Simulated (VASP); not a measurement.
# Sb2Se (P4/mmm) in VASP: further runs

Sb2Se is run at these levels: PBE; tasks: single point, relaxation of cell and atoms.

All numbers are computed with VASP 6.6.1; they aren't measurements. Logs are shortened: lines on timing, memory, paths and dates and some standing lists are left out, and cuts for length are marked.

### 1 The cell of the first run

Symmetry: P4/mmm, No. 123, tetragonal system. Conventional cell: a = 3.445 Å, b = 3.445 Å, c = 6.913 Å, α = 90.00°, β = 90.00°, γ = 90.00°. Within 4.1 Å of Sb (site symmetry 4mm) lie 4 Se at 3.09 Å and 6 Sb at 3.12 to 3.79 Å. Se (site symmetry 4/mmm) has 8 Sb at 3.09 Å and 4 Se at 3.44 Å within 4.1 Å.

### 2 Single point, PBE

INCAR reads:

```
PREC = Accurate
ENCUT = 520
EDIFF = 1E-7
ISMEAR = 0
SIGMA = 0.1
LREAL = False
LASPH = True
NELM = 60
ALGO = Normal
ISIF = 2
LWAVE = False
LCHARG = True
GGA = PE
LELF = True
LVHAR = True
NBANDS = 15
```

KPOINTS reads:

```
regular mesh
0
Gamma
  6 6 4
```

POSCAR reads:

```
Sb2Se
1.0
    3.4446567208      0.0000000000      0.0000000000
    0.0000000000      3.4446567208      0.0000000000
    0.0000000000      0.0000000000      6.9129435369
Sb Se
2 1
Direct
    0.5000000000      0.5000000000      0.2742120856
    0.5000000000      0.5000000000      0.7257879144
    0.0000000000      0.0000000000      0.0000000000
```

Potentials or basis: VASP PAW PBE potentials, release 64 (Sb, Se).

On the command line:

```console
> cat potpaw_PBE.64/Sb/POTCAR potpaw_PBE.64/Se/POTCAR > POTCAR
> mpirun -np 1 vasp_std > vasp.out
```

OUTCAR:

```text
PREC = Accurate
   ENCUT = 520
   EDIFF = 1E-7
   ISMEAR = 0
   LREAL = False
   LASPH = True
   NELM = 60
   ISIF = 2
   GGA = PE

 ion  position               nearest neighbor table
   1  0.500  0.500  0.274-   3 3.09   3 3.09   3 3.09   3 3.09   2 3.12
   2  0.500  0.500  0.726-   3 3.09   3 3.09   3 3.09   3 3.09   1 3.12
   3  0.000  0.000  0.000-   1 3.09   2 3.09   1 3.09   2 3.09   1 3.09   2 3.09   1 3.09   2 3.09

  LATTYP: Found a simple tetragonal cell.
 ALAT       =     3.4446567208
 C/A-ratio  =     2.0068599275

  Lattice vectors:

 A1 = (   3.4446567208,   0.0000000000,   0.0000000000)
 A2 = (   0.0000000000,   3.4446567208,   0.0000000000)
 A3 = (   0.0000000000,   0.0000000000,   6.9129435369)

Analysis of symmetry for initial positions (statically):
=====================================================================
 Subroutine PRICEL returns:
 Original cell was already a primitive cell.

 Routine SETGRP: Setting up the symmetry group for a
 simple tetragonal supercell.

 Subroutine GETGRP returns: Found 16 space group operations
 (whereof 16 operations were pure point group operations)
 out of a pool of 16 trial point group operations.

The static configuration has the point symmetry D_4h.

Analysis of symmetry for dynamics (positions and initial velocities):
=====================================================================
 Subroutine PRICEL returns:
 Original cell was already a primitive cell.

 Routine SETGRP: Setting up the symmetry group for a
 simple tetragonal supercell.

 Subroutine GETGRP returns: Found 16 space group operations
 (whereof 16 operations were pure point group operations)
 out of a pool of 16 trial point group operations.

The dynamic configuration has the point symmetry D_4h.

 Subroutine INISYM returns: Found 16 space group operations
 (whereof 16 operations are pure point group operations),
 and found     1 'primitive' translations

----------------------------------------------------------------------------------------

                                     Primitive cell

  volume of cell :      82.0266

  direct lattice vectors                    reciprocal lattice vectors
     3.444656721  0.000000000  0.000000000     0.290304690  0.000000000  0.000000000
     0.000000000  3.444656721  0.000000000     0.000000000  0.290304690  0.000000000
     0.000000000  0.000000000  6.912943537     0.000000000  0.000000000  0.144656179

  length of vectors
     3.444656721  3.444656721  6.912943537     0.290304690  0.290304690  0.144656179

  position of ions in fractional coordinates (direct lattice)
     0.500000000  0.500000000  0.274212086
     0.500000000  0.500000000  0.725787914
     0.000000000  0.000000000  0.000000000

  ion indices of the primitive-cell ions
   primitive index   ion index
                 1           1
                 2           2
                 3           3

----------------------------------------------------------------------------------------

 KPOINTS: regular mesh

Automatic generation of k-mesh.
 Grid dimensions read from file:
 generate k-points for:    6    6    4

 Generating k-lattice:

  Cartesian coordinates                     Fractional coordinates (reciprocal lattice)
     0.048384115  0.000000000  0.000000000     0.166666667  0.000000000  0.000000000
     0.000000000  0.048384115  0.000000000     0.000000000  0.166666667  0.000000000
     0.000000000  0.000000000  0.036164045     0.000000000  0.000000000  0.250000000

  Length of vectors
     0.048384115  0.048384115  0.036164045

  Shift w.r.t. Gamma in fractional coordinates (k-lattice)
     0.000000000  0.000000000  0.000000000

 Subroutine IBZKPT returns following result:
 ===========================================

 Found     30 irreducible k-points:

 Following reciprocal coordinates:
            Coordinates               Weight
  0.000000  0.000000  0.000000      1.000000
  0.166667  0.000000  0.000000      4.000000
  0.333333  0.000000  0.000000      4.000000
  0.500000  0.000000  0.000000      2.000000
  0.166667  0.166667  0.000000      4.000000
  0.333333  0.166667  0.000000      8.000000
[... 16 lines left out ...]
  0.333333  0.000000  0.500000      4.000000
  0.500000  0.000000  0.500000      2.000000
 [... further k-points ...]
   k-points           NKPTS =     30   k-points in BZ     NKDIM =     30   number of bands    NBANDS=     15
   number of dos      NEDOS =    301   number of ions     NIONS =      3
   total plane-waves  NPLWV =  42336
   dimension x,y,z NGX =    28 NGY =   28 NGZ =   54
   dimension x,y,z NGXF=    56 NGYF=   56 NGZF=  108
   ions per type =               2   1
   NGX,Y,Z   is equivalent  to a cutoff of  13.51, 13.51, 12.99 a.u.
   NGXF,Y,Z  is equivalent  to a cutoff of  27.03, 27.03, 25.97 a.u.
 SYSTEM =  unknown system
   PREC   = accura    normal or accurate (medium, high low for compatibility)
   ISTART =      0    job   : 0-new  1-cont  2-samecut
   ICHARG =      2    charge: 1-file 2-atom 10-const
   ISPIN  =      1    spin polarized calculation?
   LNONCOLLINEAR =      F non collinear calculations
   LSORBIT =      F    spin-orbit coupling
   LASPH  =      T    aspherical Exc in radial PAW
   ENCUT  =  520.0 eV  38.22 Ry    6.18 a.u.   6.40  6.40 12.85*2*pi/ulx,y,z
   NELM   =     60;   NELMIN=  2; NELMDL= -5     # of ELM steps
   EDIFF  = 0.1E-06   stopping-criterion for ELM
   LREAL  =      F    real-space projection
   EDIFFG = 0.1E-05   stopping-criterion for IOM
   NSW    =      0    number of steps for IOM
   IBRION =     -1    ionic relax: 0-MD 1-quasi-New 2-CG
   NFREE  =      0    steps in history (QN), initial steepest desc. (CG)
   ISIF   =      2    stress and relaxation
   ISYM   =      2    0-nonsym 1-usesym 2-fastsym
   POTIM  = 0.5000    time-step for ionic-motion
   TEBEG  =    0.0;   TEEND  =   0.0 temperature during run
   PSTRESS=    0.0 pullay stress
   NELECT =      16.0000    total number of electrons
   NUPDOWN=      -1.0000    fix difference up-down
   EMIN   =  10.00;   EMAX   =-10.00  energy-range for DOS
   EFERMI =   0.00;   METHOD = LEGACY
   ISMEAR =     0;   SIGMA  =   0.10  broadening in eV -4-tet -1-fermi 0-gaus
   EFERMI_NEDOS =   21; number of points for ismear=-14 and -15
   IALGO  =     38    algorithm
   IMIX   =      4    mixing-type and parameters
     AMIX     =   0.40;   BMIX     =  1.00
     AMIX_MAG =   1.60;   BMIX_MAG =  1.00
  volume/ion in A,a.u.               =      27.34       184.51
  Fermi-wavevector in a.u.,A,eV,Ry     =   0.949431  1.794164 12.264541  0.901418
  Thomas-Fermi vector in A             =   2.077713
   LORBIT       =      0    0 simple, 1 ext, 2 COOP (PROOUT), +10 PAW based schemes
   GGA     = PE    functional components
   LHFCALC =     F    Hartree Fock is set to
   AEXX    =    0.0000 exact exchange contribution
   IVDW    =     0    specifies the selected vdW correction
   LEPSILON=     F    determine dielectric tensor
   LRPA    =     F    only Hartree local field effects (RPA)
 non-spin polarized calculation
 Gauss-broadening in eV      SIGMA  =   0.10
  energy-cutoff  :      520.00
  volume of cell :       82.03
 maximum number of plane-waves:      2249
 NGX is ok and might be reduce to    28
   NGX = 13   NGY = 13   NGZ = 25

 number of electron      16.0000001 magnetization

 Free energy of the ion-electron system (eV)
  ---------------------------------------------------
  ext. energy  EPLUGINS =         0.00000000
  ---------------------------------------------------
  free energy    TOTEN  =       -10.81583236 eV

  energy without entropy =      -10.80776948  energy(sigma->0) =      -10.81180092

 E-fermi :   6.4785     XC(G=0):  -9.7623

 val. band max:        6.4617195731   @ k =   0.5000   0.0000   0.2500
 cond. band min:       6.5618490100   @ k =   0.3333   0.1667   0.5000
 fundamental gap:      0.1001294368
 Fermi energy:         6.4784791266

 k-point     1 :       0.0000    0.0000    0.0000
  band No.  band energies     occupation
      1      -8.0844      2.00000
      2      -3.6761      2.00000
      3      -3.3116      2.00000
      4       4.1643      2.00000
      5       4.7861      2.00000
      6       4.7861      2.00000
      7       4.8173      2.00000
      8       9.0688      0.00000
      9       9.0688      0.00000
     10       9.7307      0.00000
     11       9.7307      0.00000
     12      10.1319      0.00000
     13      10.9839      0.00000
     14      11.0079      0.00000
     15      13.6736      0.00000

 k-point     2 :       0.1667    0.0000    0.0000
  band No.  band energies     occupation
      1      -7.8267      2.00000
      2      -3.3588      2.00000
      3      -3.2376      2.00000
      4       2.4509      2.00000
      5       4.4117      2.00000
      6       5.0344      2.00000
      7       5.6048      2.00000
      8       7.4252      0.00000
      9       7.8261      0.00000
     10       9.3501      0.00000
     11       9.6944      0.00000
     12      10.7265      0.00000
     13      11.3030      0.00000
     14      12.9211      0.00000
     15      14.5394      0.00000

 k-point     3 :       0.3333    0.0000    0.0000
  band No.  band energies     occupation
      1      -7.1618      2.00000
      2      -3.3582      2.00000
      3      -2.4824      2.00000
      4       1.1413      2.00000
      5       2.5607      2.00000
      6       4.3178      2.00000
      7       5.6593      2.00000
      8       7.3637      0.00000
      9       7.5642      0.00000
     10       9.3844      0.00000
     11      10.0432      0.00000
     12      10.1554      0.00000
     13      11.9028      0.00000
     14      12.9959      0.00000
     15      15.1398      0.00000

 k-point     4 :       0.5000    0.0000    0.0000
  band No.  band energies     occupation
      1      -6.6757      2.00000
      2      -3.7200      2.00000
      3      -1.7224      2.00000
      4       1.1555      2.00000
      5       1.2551      2.00000
      6       3.0489      2.00000
      7       6.0959      2.00000
      8       8.1876      0.00000
      9       8.2072      0.00000
     10       9.0254      0.00000
     11       9.1291      0.00000
     12      10.5042      0.00000
     13      11.2510      0.00000
     14      13.6266      0.00000
     15      14.2360      0.00000
[... 307 lines left out ...]
 k-point    22 :       0.1667    0.0000    0.5000
  band No.  band energies     occupation
      1      -7.7685      2.00000
      2      -4.4153      2.00000
      3      -1.7944      2.00000
      4       2.3123      2.00000
      5       3.4497      2.00000
      6       5.0998      2.00000
      7       5.5688      2.00000
      8       7.8984      0.00000
      9       8.4718      0.00000
     10       8.7124      0.00000
     11       9.1233      0.00000
     12      10.7688      0.00000
     13      12.5863      0.00000
     14      12.8904      0.00000
     15      14.5758      0.00000

 k-point    23 :       0.3333    0.0000    0.5000
  band No.  band energies     occupation
      1      -7.1258      2.00000
      2      -3.6234      2.00000
      3      -2.4222      2.00000
      4       1.8439      2.00000
      5       2.7059      2.00000
      6       4.2206      2.00000
      7       5.6947      2.00000
      8       6.0628      2.00000
      9       7.5520      0.00000
     10       9.1339      0.00000
     11       9.5800      0.00000
     12      10.1959      0.00000
     13      12.7743      0.00000
     14      13.4913      0.00000
     15      14.9303      0.00000

 k-point    24 :       0.5000    0.0000    0.5000
  band No.  band energies     occupation
      1      -6.6697      2.00000
      2      -3.0208      2.00000
      3      -3.0080      2.00000
      4       0.8224      2.00000
      5       3.2627      2.00000
      6       4.4302      2.00000
      7       4.8577      2.00000
      8       6.0972      2.00000
      9       6.3627      1.89835
     10       9.5647      0.00000
     11       9.7229      0.00000
     12      10.4362      0.00000
     13      12.7194      0.00000
     14      13.2323      0.00000
     15      14.5118      0.00000

 [... further k-points ...]

------------------------ aborting loop because EDIFF is reached ----------------------------------------

  FORCE on cell =-STRESS in cart. coord.  units (eV):
  Direction    XX          YY          ZZ          XY          YZ          ZX
  --------------------------------------------------------------------------------------
  -------------------------------------------------------------------------------------
  Total       -0.0539074     -0.0539074     -0.0205962      0.0000000      0.0000000      0.0000000
  in kB       -1.0529418     -1.0529418     -0.4022941      0.0000000      0.0000000      0.0000000
  external PRESSURE =      -0.8360593 kB  Pullay stress =       0.0000000 kB

 VOLUME and BASIS-vectors are now :
 -----------------------------------------------------------------------------
  energy-cutoff  :      520.00
  volume of cell :       82.03
      direct lattice vectors                 reciprocal lattice vectors
     3.444656721  0.000000000  0.000000000     0.290304690  0.000000000  0.000000000
     0.000000000  3.444656721  0.000000000     0.000000000  0.290304690  0.000000000
     0.000000000  0.000000000  6.912943537     0.000000000  0.000000000  0.144656179

 POSITION                                       TOTAL-FORCE (eV/Angst)
 -----------------------------------------------------------------------------------
      1.72233      1.72233      1.89561        -0.000000     -0.000000     -0.009815
      1.72233      1.72233      5.01733         0.000000      0.000000      0.009815
      0.00000      0.00000      0.00000         0.000000      0.000000      0.000000
 -----------------------------------------------------------------------------------
    total drift:                               -0.000000      0.000000      0.000000

  FREE ENERGIE OF THE ION-ELECTRON SYSTEM (eV)
  ---------------------------------------------------
  free  energy   TOTEN  =       -10.8158323600 eV

  energy  without entropy=      -10.8077694829  energy(sigma->0) =      -10.81180092
```

Run time: 15 s. Hardware: 1 thread of Intel Xeon 6975P-C (Granite Rapids), shared host; peak memory 0.21 GiB.

What came out:

* Free energy: -10.8158 eV
* Pressure: -0.1 GPa
* Largest force: 0.010 eV/Å
* Band gap on the k mesh: zero (band 8 reaches 9.07 eV, above the bottom of band 9 at 4.34 eV)

Forces on the atoms (eV/Å):
```
Sb   0.000  0.000 -0.010
Sb   0.000  0.000  0.010
Se   0.000  0.000  0.000
```

Caveat: spin-orbit coupling is left out, which moves the levels of the heavy elements.

(Continued in part 2 of 2.)
